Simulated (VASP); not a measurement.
# KF: single point with LDA

KF:

```
K F
1.0
    -0.13965    2.58088    2.58088
     2.58088   -0.13965    2.58088
     2.58088    2.58088   -0.13965
K F
1 1
Direct
  0.00000 0.00000 0.00000
  0.50000 0.50000 0.50000
```

```json
{
  "Program": "VASP 6.6.1",
  "Task": "single point",
  "Functional": "LDA",
  "Potentials or basis": "VASP PAW LDA potentials, release 64 (K_sv, F)",
  "Cutoff": "520 eV",
  "k mesh": "8 × 8 × 8",
  "Occupations": "gaussian, width 0.05 eV",
  "Spin": "no spin polarisation",
  "Dipole correction": "no",
  "Further INCAR settings": "ALGO = Normal; EDIFF = 1e-07; NBANDS = 15"
}
```

The pressure is -2.8 GPa and the band gap on the k mesh is 5.85 eV, direct.

Stress tensor (GPa, compression positive):
```
-2.79  0.67  0.67
 0.67 -2.79  0.67
 0.67  0.67 -2.79
```

Levels at points of the mesh, in eV from the valence-band top:
```
           k point  band 4  band 5  band 6  band 7  band 8  band 9  band 10  band 11  band 12  band 13
(0.00, 0.00, 0.00)   -9.12   -9.07   -0.07   -0.07    0.00    5.85    10.20    10.20    11.14    12.33
(0.50, 0.00, 0.00)   -9.12   -9.12   -0.93   -0.46   -0.33    8.74    10.27    11.58    12.40    14.24
(0.50, 0.50, 0.00)   -9.39   -9.29   -0.27   -0.13   -0.07    7.85    10.15    11.56    13.56    14.20
(0.50, 0.50, 0.50)   -9.18   -9.18   -0.93   -0.54   -0.54    8.98    10.59    12.09    12.09    14.49
```

Wall time 35 s on 1 thread of AMD EPYC 7R13 Processor (Zen 3), on a shared host, peak memory 0.13 GiB.

A k mesh can miss the band edges.
